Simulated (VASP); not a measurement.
Write the native input for VASP 6.6.1 that does the following.

```
Task                   : single point
Functional             : PBE
Potentials or basis    : VASP PAW PBE potentials, release 64 (Si, Sn_d)
Cutoff                 : 520 eV
k mesh                 : 10 × 10 × 10
Occupations            : gaussian, width 0.1 eV
Spin                   : no spin polarisation
Dipole correction      : no
Further INCAR settings : ALGO = Normal; EDIFF = 1e-06; NBANDS = 31
```

The structure of Si2Sn lies in POSCAR:

```
Si2Sn
1.0
   -2.1055126252      6.4200999399      3.0296962216
    2.1055126252     -6.4200999399      3.0296962216
    2.1055126252      6.4200999399     -3.0296962216
Si Sn
4 2
Direct
    0.7925692590      0.3617536826      0.4308155764
    0.2074307410      0.6382463174      0.5691844236
    0.4309381062      0.3617536826      0.0691844236
    0.5690618938      0.6382463174      0.9308155764
    0.1591077542      0.4091077542      0.7500000000
    0.8408922458      0.5908922458      0.2500000000
```

The input as run:

INCAR

```
ALGO = Normal ; EDIFF = 1E-6
ENCUT = 520 ; GGA = PE
ISIF = 2 ; ISMEAR = 0
LASPH = T ; LCHARG = T
LELF = T ; LREAL = F
LVHAR = T ; LWAVE = F
NBANDS = 31 ; NELM = 80
PREC = Accurate ; SIGMA = 0.1
```

KPOINTS

```
k-points
0
Gamma
  10 10 10
```

Potentials or basis: VASP PAW PBE potentials, release 64 (Si, Sn_d).

Run with:

```console
$ cat potpaw_PBE.64/Si/POTCAR potpaw_PBE.64/Sn_d/POTCAR > POTCAR
$ mpirun -np 1 vasp_std > vasp.out
```

It gave:

The pressure is -4.9 GPa and the largest force is 0.006 eV/Å. The band gap on the k mesh is zero (bands 22 and 23 overlap by 0.23 eV).

Caveat: the cell stands under tension; semilocal functionals underestimate gaps, so a narrow gap can read as zero; spin-orbit coupling is left out, which moves the levels of the heavy elements.

Run time: 16 min on 1 thread of Intel(R) Xeon(R) Platinum 8488C (Sapphire Rapids) (shared host), peak memory 0.91 GiB.
